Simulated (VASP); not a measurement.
A run of VASP 6.6.1 is set up as follows.

INCAR

```
PREC = Accurate
ENCUT = 600
EDIFF = 1E-7
ISMEAR = 0
SIGMA = 0.1
LREAL = False
LASPH = True
NELM = 60
ALGO = Normal
ISIF = 4
LWAVE = False
LCHARG = False
GGA = PE
IBRION = 2
NSW = 50
EDIFFG = -0.01
```

The input KPOINTS:

```
Automatic mesh
0
Gamma
  16 16 10
```

File POSCAR:

```
NiO
1.0
    2.8945380964      0.0000000000      0.0000000000
    0.0000000000      2.8945380964      0.0000000000
    0.0000000000      0.0000000000      5.0769684760
Ni O
2 2
Direct
    0.0000000000      0.5000000000      0.5000000000
    0.5000000000      0.0000000000      0.0000000000
    0.0000000000      0.0000000000      0.2500000000
    0.0000000000      0.0000000000      0.7500000000
```

Potentials or basis: VASP PAW PBE potentials, release 64 (Ni, O).

The run is started by

```sh
$ cat potpaw_PBE.64/Ni/POTCAR potpaw_PBE.64/O/POTCAR > POTCAR
$ mpirun -np 1 vasp_std > vasp.out
```

Question: Estimate the band gap on the k mesh.

Answer: Zero (bands 16 and 17 overlap by 0.36 eV).

Step by step:
```tsv
step	energy change (eV)	largest force (eV/Å)	pressure (GPa)	volume (Å³)
1	0.0000	0.0000	-9.23	42.54
2	-0.0007	0.0000	-9.06	42.54
3	-0.0008	0.0000	-8.90	42.54
4	-0.0008	0.0000	-8.96	42.54
```

Caveat: the run has no spin polarisation, though such a crystal can be magnetic; semilocal functionals often make such compounds metallic where correlation or magnetic order opens a gap, which also shifts bond lengths. Spin polarisation is off, so any magnetic state and its effect on volume and gap are missing.
